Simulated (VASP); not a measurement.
# DyC4 (I4/mmm) in VASP: notebook

Runs on DyC4. Level: PBE. Tasks: single point, relaxation of cell and atoms.

Everything below comes from runs of VASP 6.6.1. Logs are shortened: lines on timing, memory, paths and dates and some standing lists are left out, and cuts for length are marked.

### Step 1. The cell of the first run

It takes space group I4/mmm (No. 139, tetragonal). The conventional cell has a = 5.379 Å, b = 5.379 Å, c = 4.026 Å, α = 90.00°, β = 90.00°, γ = 90.00°. Dy (site symmetry 4/mmm) has 16 C at 2.77 to 2.85 Å within 3.7 Å. Within 1.8 Å of C (site symmetry m2m) lie 1 C at 1.33 Å.

The cell was generated, and may not be a known phase.

### Step 2. Single point, PBE

INCAR

```
SYSTEM = DyC4
ALGO = Normal
EDIFF = 1E-6
ENCUT = 600
GGA = PE
GGA_COMPAT = .False.
ISIF = 2
ISMEAR = 0
LASPH = .True.
LCHARG = .False.
LMAXMIX = 6
LREAL = .False.
LWAVE = .False.
NBANDS = 20
NELM = 200
PREC = Accurate
SIGMA = 0.1
```

KPOINTS

```
k-points
0
Gamma
  6 6 6
  0 0 0
```

POSCAR

```
DyC4
1.0
   -2.6895187345      2.6895187345      2.0132087426
    2.6895187345     -2.6895187345      2.0132087426
    2.6895187345      2.6895187345     -2.0132087426
Dy C
1 4
Direct
    0.0000000000      0.0000000000      0.0000000000
    0.4999843836      0.1239531868      0.6239375704
    0.8760468132      0.4999843836      0.3760311968
    0.5000156164      0.8760468132      0.3760624296
    0.1239531868      0.5000156164      0.6239688032
```

Potentials or basis: VASP PAW PBE potentials, release 64 (Dy_3, C), 4f in core.

The run is started by

```bash
$ cat potpaw_PBE.64/Dy_3/POTCAR potpaw_PBE.64/C/POTCAR > POTCAR
$ mpirun -np 1 vasp_std > vasp.out
```

OUTCAR:

```text
SYSTEM = DyC4
   EDIFF = 1E-6
   ENCUT = 600
   GGA = PE
   ISIF = 2
   ISMEAR = 0
   LASPH = .True.
   LREAL = .False.
   NELM = 200
   PREC = Accurate

 ion  position               nearest neighbor table
   1  0.000  0.000  0.000-   2 2.77   3 2.77   5 2.77   4 2.77   4 2.77   5 2.77   3 2.77   2 2.77
                             4 2.85   5 2.85   4 2.85   3 2.85   2 2.85   3 2.85   5 2.85   2 2.85
   2  0.500  0.124  0.624-   4 1.33   1 2.77   1 2.77   1 2.85   1 2.85
   3  0.876  0.500  0.376-   5 1.33   1 2.77   1 2.77   1 2.85   1 2.85
   4  0.500  0.876  0.376-   2 1.33   1 2.77   1 2.77   1 2.85   1 2.85
   5  0.124  0.500  0.624-   3 1.33   1 2.77   1 2.77   1 2.85   1 2.85

  LATTYP: Found a body centered tetragonal cell.
 ALAT       =     5.3790374690
 C/A-ratio  =     0.7485386574

  Lattice vectors:

 A1 = (  -2.6895187345,   2.6895187345,   2.0132087426)
 A2 = (   2.6895187345,  -2.6895187345,   2.0132087426)
 A3 = (   2.6895187345,   2.6895187345,  -2.0132087426)

Analysis of symmetry for initial positions (statically):
=====================================================================
 Subroutine PRICEL returns:
 Original cell was already a primitive cell.

 Routine SETGRP: Setting up the symmetry group for a
 body centered tetragonal supercell.

 Subroutine GETGRP returns: Found  8 space group operations
 (whereof  8 operations were pure point group operations)
 out of a pool of 16 trial point group operations.

The static configuration has the point symmetry C_4h.

Analysis of symmetry for dynamics (positions and initial velocities):
=====================================================================
 Subroutine PRICEL returns:
 Original cell was already a primitive cell.

 Routine SETGRP: Setting up the symmetry group for a
 body centered tetragonal supercell.

 Subroutine GETGRP returns: Found  8 space group operations
 (whereof  8 operations were pure point group operations)
 out of a pool of 16 trial point group operations.

The dynamic configuration has the point symmetry C_4h.

 Subroutine INISYM returns: Found  8 space group operations
 (whereof  8 operations are pure point group operations),
 and found     1 'primitive' translations

----------------------------------------------------------------------------------------

                                     Primitive cell

  volume of cell :      58.2503

  direct lattice vectors                    reciprocal lattice vectors
    -2.689518735  2.689518735  2.013208743     0.000000000  0.185906866  0.248359740
     2.689518735 -2.689518735  2.013208743     0.185906866  0.000000000  0.248359740
     2.689518735  2.689518735 -2.013208743     0.185906866  0.185906866  0.000000000

  length of vectors
     4.303490617  4.303490617  4.303490617     0.310232048  0.310232048  0.262912012

  position of ions in fractional coordinates (direct lattice)
     0.000000000  0.000000000  0.000000000
     0.499984384  0.123953187  0.623937570
     0.876046813  0.499984384  0.376031197
     0.500015616  0.876046813  0.376062430
     0.123953187  0.500015616  0.623968803

  ion indices of the primitive-cell ions
   primitive index   ion index
                 1           1
                 2           2
                 3           3
                 4           4
                 5           5

----------------------------------------------------------------------------------------

 KPOINTS: k-points

Automatic generation of k-mesh.
 Grid dimensions read from file:
 generate k-points for:    6    6    6

 Generating k-lattice:

  Cartesian coordinates                     Fractional coordinates (reciprocal lattice)
     0.000000000  0.030984478  0.041393290     0.166666667 -0.000000000  0.000000000
     0.030984478  0.000000000  0.041393290    -0.000000000  0.166666667  0.000000000
     0.030984478  0.030984478  0.000000000     0.000000000  0.000000000  0.166666667

  Length of vectors
     0.051705341  0.051705341  0.043818669

  Shift w.r.t. Gamma in fractional coordinates (k-lattice)
     0.000000000  0.000000000  0.000000000

 Subroutine IBZKPT returns following result:
 ===========================================

 Found     36 irreducible k-points:

 Following reciprocal coordinates:
            Coordinates               Weight
  0.000000  0.000000  0.000000      1.000000
  0.166667  0.000000 -0.000000      8.000000
  0.333333  0.000000  0.000000      8.000000
  0.500000  0.000000  0.000000      4.000000
  0.166667  0.166667 -0.000000      8.000000
  0.333333  0.166667  0.000000      8.000000
[... 16 lines left out ...]
 -0.333333  0.333333 -0.166667      4.000000
 -0.166667  0.333333  0.166667      8.000000
 [... further k-points ...]
   k-points           NKPTS =     36   k-points in BZ     NKDIM =     36   number of bands    NBANDS=     20
   number of dos      NEDOS =    301   number of ions     NIONS =      5
   total plane-waves  NPLWV =  46656
   dimension x,y,z NGX =    36 NGY =   36 NGZ =   36
   dimension x,y,z NGXF=    72 NGYF=   72 NGZF=   72
   ions per type =               1   4
   NGX,Y,Z   is equivalent  to a cutoff of  13.91, 13.91, 13.91 a.u.
   NGXF,Y,Z  is equivalent  to a cutoff of  27.81, 27.81, 27.81 a.u.
 SYSTEM =  DyC4
   PREC   = accura    normal or accurate (medium, high low for compatibility)
   ISTART =      0    job   : 0-new  1-cont  2-samecut
   ICHARG =      2    charge: 1-file 2-atom 10-const
   ISPIN  =      1    spin polarized calculation?
   LNONCOLLINEAR =      F non collinear calculations
   LSORBIT =      F    spin-orbit coupling
   LASPH  =      T    aspherical Exc in radial PAW
   ENCUT  =  600.0 eV  44.10 Ry    6.64 a.u.   8.60  8.60  8.60*2*pi/ulx,y,z
   NELM   =    200;   NELMIN=  2; NELMDL= -5     # of ELM steps
   EDIFF  = 0.1E-05   stopping-criterion for ELM
   LREAL  =      F    real-space projection
   EDIFFG = 0.1E-04   stopping-criterion for IOM
   NSW    =      0    number of steps for IOM
   IBRION =     -1    ionic relax: 0-MD 1-quasi-New 2-CG
   NFREE  =      0    steps in history (QN), initial steepest desc. (CG)
   ISIF   =      2    stress and relaxation
   ISYM   =      2    0-nonsym 1-usesym 2-fastsym
   POTIM  = 0.5000    time-step for ionic-motion
   TEBEG  =    0.0;   TEEND  =   0.0 temperature during run
   PSTRESS=    0.0 pullay stress
   NELECT =      25.0000    total number of electrons
   NUPDOWN=      -1.0000    fix difference up-down
   EMIN   =  10.00;   EMAX   =-10.00  energy-range for DOS
   EFERMI =   0.00;   METHOD = LEGACY
   ISMEAR =     0;   SIGMA  =   0.10  broadening in eV -4-tet -1-fermi 0-gaus
   EFERMI_NEDOS =   21; number of points for ismear=-14 and -15
   IALGO  =     38    algorithm
   IMIX   =      4    mixing-type and parameters
     AMIX     =   0.40;   BMIX     =  1.00
     AMIX_MAG =   1.60;   BMIX_MAG =  1.00
  volume/ion in A,a.u.               =      11.65        78.62
  Fermi-wavevector in a.u.,A,eV,Ry     =   1.234873  2.333571 20.747668  1.524911
  Thomas-Fermi vector in A             =   2.369545
   LORBIT       =      0    0 simple, 1 ext, 2 COOP (PROOUT), +10 PAW based schemes
   GGA     = PE    functional components
   LHFCALC =     F    Hartree Fock is set to
   AEXX    =    0.0000 exact exchange contribution
   IVDW    =     0    specifies the selected vdW correction
   LEPSILON=     F    determine dielectric tensor
   LRPA    =     F    only Hartree local field effects (RPA)
 non-spin polarized calculation
 Gauss-broadening in eV      SIGMA  =   0.10
  energy-cutoff  :      600.00
  volume of cell :       58.25
 maximum number of plane-waves:      1963
 NGX is ok and might be reduce to    36
   NGX = 17   NGY = 17   NGZ = 17

 number of electron      25.0000001 magnetization

 Free energy of the ion-electron system (eV)
  ---------------------------------------------------
  ext. energy  EPLUGINS =         0.00000000
  ---------------------------------------------------
  free energy    TOTEN  =       -34.98245066 eV

  energy without entropy =      -34.98040374  energy(sigma->0) =      -34.98142720

 E-fermi :   5.1276     XC(G=0): -11.1580

 val. band max:        5.0554000279   @ k =  -0.1667  -0.3333   0.1667
 cond. band min:       5.2188373340   @ k =  -0.3333   0.3333   0.0000
 fundamental gap:      0.1634373060
 Fermi energy:         5.1276325810

 k-point     1 :       0.0000    0.0000    0.0000
  band No.  band energies     occupation
      1     -18.8165      2.00000
      2     -18.8165      2.00000
      3     -18.7401      2.00000
      4     -12.4462      2.00000
      5      -6.9347      2.00000
      6      -2.4021      2.00000
[... 12 lines left out ...]
     19      11.7755      0.00000
     20      12.2209      0.00000

 k-point     2 :       0.1667    0.0000   -0.0000
  band No.  band energies     occupation
      1     -18.8364      2.00000
      2     -18.8239      2.00000
      3     -18.7700      2.00000
      4     -12.1788      2.00000
      5      -7.7371      2.00000
      6      -1.6505      2.00000
[... 12 lines left out ...]
     19      11.2360      0.00000
     20      11.3646      0.00000

 k-point     3 :       0.3333    0.0000    0.0000
  band No.  band energies     occupation
      1     -18.8929      2.00000
      2     -18.8386      2.00000
      3     -18.8070      2.00000
      4     -11.4630      2.00000
      5      -9.1361      2.00000
      6      -1.7364      2.00000
[... 12 lines left out ...]
     19       9.8647      0.00000
     20      10.5293      0.00000

 k-point     4 :       0.5000    0.0000    0.0000
  band No.  band energies     occupation
      1     -18.9252      2.00000
      2     -18.8459      2.00000
      3     -18.8188      2.00000
      4     -10.5506      2.00000
      5     -10.2979      2.00000
      6      -1.6422      2.00000
[... 12 lines left out ...]
     19      10.2314      0.00000
     20      10.5949      0.00000

 k-point     5 :       0.1667    0.1667   -0.0000
  band No.  band energies     occupation
      1     -18.8749      2.00000
      2     -18.8299      2.00000
      3     -18.8133      2.00000
      4     -11.5338      2.00000
      5      -9.1218      2.00000
      6      -1.7749      2.00000
[... 12 lines left out ...]
     19      10.3078      0.00000
     20      10.3467      0.00000

 k-point     6 :       0.3333    0.1667    0.0000
  band No.  band energies     occupation
      1     -18.9099      2.00000
      2     -18.8552      2.00000
      3     -18.8252      2.00000
      4     -10.5171      2.00000
      5     -10.3317      2.00000
      6      -2.0066      2.00000
[... 12 lines left out ...]
     19      10.4383      0.00000
     20      10.4810      0.00000

 k-point     7 :      -0.1667   -0.3333    0.0000
  band No.  band energies     occupation
      1     -18.9099      2.00000
      2     -18.8552      2.00000
      3     -18.8252      2.00000
      4     -10.5171      2.00000
      5     -10.3317      2.00000
      6      -2.0066      2.00000
[... 12 lines left out ...]
     19      10.4383      0.00000
     20      10.4814      0.00000
[... 277 lines left out ...]
 k-point    20 :      -0.1667    0.1667    0.1667
  band No.  band energies     occupation
      1     -18.8672      2.00000
      2     -18.8389      2.00000
      3     -18.7491      2.00000
      4     -12.2282      2.00000
      5      -6.9413      2.00000
      6      -2.5976      2.00000
[... 12 lines left out ...]
     19      10.6776      0.00000
     20      10.7959      0.00000

 k-point    21 :       0.3333    0.3333    0.1667
  band No.  band energies     occupation
      1     -18.9250      2.00000
      2     -18.8391      2.00000
      3     -18.8365      2.00000
      4     -11.2059      2.00000
      5      -9.1225      2.00000
      6      -3.0836      2.00000
[... 12 lines left out ...]
     19      10.1307      0.00000
     20      10.3323      0.00000

 k-point    22 :      -0.3333    0.3333    0.1667
  band No.  band energies     occupation
      1     -18.9307      2.00000
      2     -18.8373      2.00000
      3     -18.7584      2.00000
      4     -12.0437      2.00000
      5      -6.9650      2.00000
      6      -3.3703      2.00000
[... 12 lines left out ...]
     19      10.0743      0.00000
     20      10.3207      0.00000

 k-point    23 :      -0.3333    0.3333   -0.1667
  band No.  band energies     occupation
      1     -18.9307      2.00000
      2     -18.8373      2.00000
      3     -18.7584      2.00000
      4     -12.0437      2.00000
      5      -6.9650      2.00000
      6      -3.3703      2.00000
[... 12 lines left out ...]
     19      10.0741      0.00000
     20      10.3212      0.00000

 k-point    24 :      -0.1667    0.3333    0.1667
  band No.  band energies     occupation
      1     -18.8994      2.00000
      2     -18.8576      2.00000
      3     -18.7798      2.00000
      4     -11.9007      2.00000
      5      -7.8004      2.00000
      6      -2.7766      2.00000
[... 12 lines left out ...]
     19       9.9019      0.00000
     20      10.3642      0.00000

 [... further k-points ...]

------------------------ aborting loop because EDIFF is reached ----------------------------------------

  FORCE on cell =-STRESS in cart. coord.  units (eV):
  Direction    XX          YY          ZZ          XY          YZ          ZX
  --------------------------------------------------------------------------------------
  -------------------------------------------------------------------------------------
  Total       -0.0054720     -0.0054720     -0.0743798      0.0000000      0.0000000      0.0000000
  in kB       -0.1505065     -0.1505065     -2.0458206      0.0000008      0.0000000      0.0000000
  external PRESSURE =      -0.7822779 kB  Pullay stress =       0.0000000 kB

 VOLUME and BASIS-vectors are now :
 -----------------------------------------------------------------------------
  energy-cutoff  :      600.00
  volume of cell :       58.25
      direct lattice vectors                 reciprocal lattice vectors
    -2.689518735  2.689518735  2.013208743     0.000000000  0.185906866  0.248359740
     2.689518735 -2.689518735  2.013208743     0.185906866  0.000000000  0.248359740
     2.689518735  2.689518735 -2.013208743     0.185906866  0.185906866  0.000000000

 POSITION                                       TOTAL-FORCE (eV/Angst)
 -----------------------------------------------------------------------------------
      0.00000      0.00000      0.00000         0.000000      0.000000      0.000000
      0.66675      2.68943      0.00000         0.118809      0.000188     -0.000000
     -0.00008      2.02277      2.01321         0.000188     -0.118809     -0.000000
      2.02277      0.00008      2.01321        -0.118809     -0.000188     -0.000000
      2.68960      0.66675      0.00000        -0.000188      0.118809     -0.000000
 -----------------------------------------------------------------------------------
    total drift:                                0.000000      0.000000     -0.000000

  FREE ENERGIE OF THE ION-ELECTRON SYSTEM (eV)
  ---------------------------------------------------
  free  energy   TOTEN  =       -34.9824506626 eV

  energy  without entropy=      -34.9804037377  energy(sigma->0) =      -34.98142720
```

It took 85 s on 1 thread of Intel Xeon Platinum 8259CL at 2.50GHz (Skylake/Cascade Lake), shared host; peak memory 0.23 GiB.

What came out:

```yaml
Free_energy: -34.9825 eV
Pressure: -0.1 GPa
Largest_force: 0.119 eV/Å
Band_gap_on_the_k_mesh: zero (an odd number of electrons rules out a gap without spin polarisation)
```

Forces in eV/Å, atoms in the order of the input:
```
Dy   0.000  0.000  0.000
C    0.119  0.000  0.000
C    0.000 -0.119  0.000
C   -0.119  0.000  0.000
C    0.000  0.119  0.000
```

Levels at points of the mesh, in eV from the Fermi level:
```csv
k point,band 9,band 10,band 11,band 12,band 13,band 14,band 15,band 16
"(0.00, 0.00, 0.00)",-5.90,-2.94,-2.69,-2.69,-0.63,-0.63,-0.61,2.30
"(0.50, 0.00, 0.00)",-4.71,-3.43,-2.67,-1.07,-0.83,1.26,2.56,3.38
"(0.50, 0.50, 0.00)",-3.94,-3.68,-2.17,-1.38,1.21,1.72,2.54,2.66
"(0.50, 0.50, 0.50)",-4.79,-1.73,-1.20,-1.20,1.07,1.07,1.90,3.65
```

Caveat: spin-orbit coupling is left out, which moves the levels of the heavy elements; the 4f electrons are frozen in the core, so they carry no moment and show no levels; an odd number of electrons without spin polarisation forces a metal; a magnetic or distorted state may lie lower. Spin polarisation is off, so any magnetic state and its effect on volume and gap are missing.

(Continued in part 2 of 2.)

The gap in the log of VASP goes by the Fermi energy; the results here count the filled bands.